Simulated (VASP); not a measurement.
Wanted: the native input for a VASP 6.6.1 run.

| Item | Value |
| --- | --- |
| Task | single point |
| Functional | PBE |
| Potentials or basis | VASP PAW PBE potentials, release 64 (Li_sv, S) |
| Cutoff | 750 eV |
| k mesh | 8 × 8 × 8 |
| Occupations | gaussian, width 0.05 eV |
| Spin | no spin polarisation |
| Dipole correction | no |
| Further INCAR settings | ALGO = Normal; EDIFF = 1e-06; NBANDS = 13 |

The structure of Li2S lies in POSCAR:

```
Li2S
1.0
    0.0000000000      2.8540000000      2.8540000000
    2.8540000000      0.0000000000      2.8540000000
    2.8540000000      2.8540000000      0.0000000000
Li S
2 1
Direct
    0.2500000000      0.2500000000      0.2500000000
    0.7500000000      0.7500000000      0.7500000000
    0.0000000000      0.0000000000      0.0000000000
```

The input as run:

INCAR

```
SYSTEM = Li2S
  ALGO = Normal
  EDIFF = 1E-6
  ENCUT = 750
  GGA = PE
  GGA_COMPAT = .FALSE.
  ISIF = 2
  ISMEAR = 0
  LASPH = .TRUE.
  LCHARG = .FALSE.
  LREAL = .FALSE.
  LWAVE = .FALSE.
  NBANDS = 13
  NELM = 120
  PREC = Accurate
  SIGMA = 0.05
```

KPOINTS

```
k-points
0
G
  8 8 8
  0 0 0
```

Potentials or basis: VASP PAW PBE potentials, release 64 (Li_sv, S).

Command:

```sh
$ cat potpaw_PBE.64/Li_sv/POTCAR potpaw_PBE.64/S/POTCAR > POTCAR
$ mpirun -np 1 vasp_std > vasp.out
```

It gave:

* Pressure: -0.2 GPa
* Band gap on the k mesh: 3.39 eV, indirect (least direct gap 4.24 eV)

It used 56 s of CPU time on 1 thread of AMD EPYC 7R13 Processor (Zen 3), on a shared host.
